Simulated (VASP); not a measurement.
Runs of VASP 6.6.1 on Nb. The structure is that of space group P6_3/mmc (No. 194), or close to it. The cells are those of the table. 

```tsv
task	cell	k mesh	cutoff (eV)	gap on the mesh (eV)	pressure (GPa)	relaxed volume (Å³/atom)
single point	a = 3.049, b = 3.049, c = 4.948 Å, angles 90.0, 90.0, 120.0°, 2 atoms	6 × 6 × 4	520	none	-9.8	-
single point	a = 2.869, b = 2.869, c = 5.239 Å, angles 90.0, 90.0, 120.0°, 2 atoms	24 × 24 × 10	520	none	-0.3	-
relaxation of cell and atoms	relaxed from a = 2.838, b = 2.838, c = 5.307 Å, angles 90.0, 90.0, 120.0°, 2 atoms	9 × 9 × 4	600	none	0.0	(a)
single point	a = 2.848, b = 2.848, c = 5.314 Å, angles 90.0, 90.0, 120.0°, 2 atoms	9 × 9 × 4	520	none	-0.4	-
single point	a = 2.838, b = 2.838, c = 5.307 Å, angles 90.0, 90.0, 120.0°, 2 atoms	6 × 6 × 4	520	none	-0.3	-
relaxation of cell and atoms	relaxed from a = 3.049, b = 3.049, c = 4.948 Å, angles 90.0, 90.0, 120.0°, 2 atoms	6 × 6 × 4	600	none	0.0	18.47
```

Alike in all rows: level PBE; potentials or basis VASP PAW PBE potentials, release 64 (Nb_sv); no spin polarisation; smearing gaussian 0.1 eV.

Task: Fill in the values left out.

Result: (a) 18.63.

Caveats: some runs use coarse meshes.

A k mesh can miss the band edges, and the runs leave out spin-orbit coupling on Nb.

A gap of «none» marks levels without a gap at the run's occupations.
